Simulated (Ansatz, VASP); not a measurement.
# Two plane-wave programs on Al

File INCAR:

```
SYSTEM = Al
  ALGO = Fast
  EDIFF = 1E-7
  ENCUT = 520
  GGA = PE
  ISIF = 2
  ISMEAR = 0
  IVDW = 12
  LASPH = .TRUE.
  LCHARG = .FALSE.
  LREAL = .FALSE.
  LWAVE = .FALSE.
  NBANDS = 14
  NELM = 60
  PREC = Accurate
  SIGMA = 0.15
```

Contents of KPOINTS:

```
k-points
0
G
  18 18 4
  0 0 0
```

File POSCAR:

```
Al
1.0
    2.8144222650      0.0000000000      0.0000000000
   -1.4072111325      2.4373611785      0.0000000000
    0.0000000000      0.0000000000      9.2410470710
Al
4
Direct
    0.0000000000      0.0000000000      0.0000000000
    0.3620529177      0.7241058354      0.2197004032
    0.0000000000      0.0000000000      0.5000000000
    0.6666666667      0.3333333333      0.7500000000
```

Input for Ansatz:

```yaml
crystal:
  lattice:
    - [2.814422265, 0.0, 0.0]
    - [-1.4072111325, 2.4373611785, 0.0]
    - [0.0, 0.0, 9.241047071]
  atoms:
    - { symbol: Al, position: [0.0, 0.0, 0.0] }
    - { symbol: Al, position: [0.3620529177, 0.7241058354, 0.2197004032] }
    - { symbol: Al, position: [0.0, 0.0, 0.5] }
    - { symbol: Al, position: [0.6666666667, 0.3333333333, 0.75] }
basis:
  ecutwfc: 420
kpoints:
  mp_grid: { grid: [18, 18, 4] }
hamiltonian:
  xc: pbe
  pseudopotentials: { kind: paw, azcp: { folder: soft_1 } }
  dispersion: d3bj
scf:
  occupations: { method: gaussian, width: 0.15 }
output:
  forces: true
  stress: true
  eigenvalues: true
```

Alike in both runs: task single point; functional PBE; dispersion D3(BJ); k mesh 18 × 18 × 4; occupations gaussian, width 0.15 eV; no spin polarisation.

|  | VASP | Ansatz |
| --- | --- | --- |
| version | VASP 6.6.1 | Ansatz 0.2.0 |
| potentials or method | VASP PAW PBE potentials, release 64 (Al), cutoff 520 eV | scalar-relativistic, plane waves, PAW |
| valence electrons in the cell | 12 | 12 |

VASP gave:

```
gap on the k mesh at the Fermi level (eV)                     : none
pressure (GPa)                                                : 2.0
traceless stress, the component that is largest in VASP (GPa) : 1.73
rms of the force components (eV/Å)                            : 0.653
```

Q: What did Ansatz give for the same quantities?

A: gap on the k mesh at the Fermi level (eV): none; pressure (GPa): 2.0; traceless stress, the component that is largest in VASP (GPa): 1.72; rms of the force components (eV/Å): 0.652.

Atom by atom the forces differ by 0.001 eV/Å (rms over components). A gap of «none» marks a metal or a gap that the smearing closes.
